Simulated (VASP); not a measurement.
Write the native input for VASP 6.6.1 that does the following.

```yaml
Task: single point
Functional: PBE
Potentials_or_basis: VASP PAW PBE potentials, release 64 (W_sv, S)
Cutoff: 520 eV
k_mesh: 11 × 11 × 12
Occupations: fermi-dirac, width 0.05 eV
Spin: no spin polarisation
Dipole_correction: no
Further_INCAR_settings: ALGO = Normal; EDIFF = 1e-06; NBANDS = 17
```

The structure of WS lies in POSCAR:

```
WS
1.0
   -2.1564652700      2.1564652700      2.4747265300
    2.1564652700     -2.1564652700      2.4747265300
    2.1564652700      2.1564652700     -2.4747265300
W S
1 1
Direct
    0.4961930000      0.4991850000      0.0008550000
    0.0025700000      0.0029560000     -0.0170700000
```

One way to write it, as run:

INCAR

```
SYSTEM = WS
PREC = Accurate ; ENCUT = 520
EDIFF = 1E-6 ; ISMEAR = -1
SIGMA = 0.05 ; LREAL = .FALSE.
LASPH = .TRUE. ; NELM = 60
ALGO = Normal ; ISIF = 2
LWAVE = .FALSE. ; LCHARG = .FALSE.
GGA = PE ; NBANDS = 17
```

KPOINTS

```
Automatic mesh
0
G
  11 11 12
  0 0 0
```

Potentials or basis: VASP PAW PBE potentials, release 64 (W_sv, S).

Launch:

```bash
$ cat potpaw_PBE.64/W_sv/POTCAR potpaw_PBE.64/S/POTCAR > POTCAR
$ mpirun -np 1 vasp_std > vasp.out
```

It gave:

```json
{"Pressure": "-23.1 GPa", "Largest force": "0.289 eV/Å", "Band gap on the k mesh": "zero (bands 10 and 11 overlap by 2.00 eV)"}
```

Caveat: the cell stands under tension; spin-orbit coupling is left out, which moves the levels of the heavy elements.

Run time: 5.8 min on 1 thread of Intel(R) Xeon(R) Platinum 8488C (Sapphire Rapids), with other jobs on the host, peak memory 0.61 GiB.
